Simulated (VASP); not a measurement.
Here is a VASP 6.6.1 calculation.

Contents of INCAR:

```
SYSTEM = In3As
  PREC = Accurate
  ENCUT = 520
  EDIFF = 1E-7
  ISMEAR = 0
  SIGMA = 0.1
  LREAL = .FALSE.
  LASPH = .TRUE.
  NELM = 100
  ALGO = Normal
  ISIF = 2
  LWAVE = .FALSE.
  LCHARG = .FALSE.
  GGA = PE
  NBANDS = 30
```

The input KPOINTS:

```
Automatic mesh
0
G
  12 12 12
  0 0 0
```

The input POSCAR:

```
In3As
1.0
   -2.9883313969      2.9883313969      2.9883313969
    2.9883313969     -2.9883313969      2.9883313969
    2.9883313969      2.9883313969     -2.9883313969
In As
3 1
Direct
    0.0000000000      0.5000000000      0.5000000000
    0.5000000000      0.0000000000      0.5000000000
    0.5000000000      0.5000000000      0.0000000000
    0.0000000000      0.0000000000      0.0000000000
```

Potentials or basis: VASP PAW PBE potentials, release 64 (In_d, As).

Launch:

```console
$ cat potpaw_PBE.64/In_d/POTCAR potpaw_PBE.64/As/POTCAR > POTCAR
$ mpirun -np 1 vasp_std > vasp.out
```

(1) What does it give for the band gap on the k mesh?

(2) What does it give for the pressure?

Results:

(1) zero (band 22 reaches 7.00 eV, above the bottom of band 23 at 5.17 eV).

(2) 0.0 GPa.

Caveat: spin-orbit coupling is left out, which moves the levels of the heavy elements.
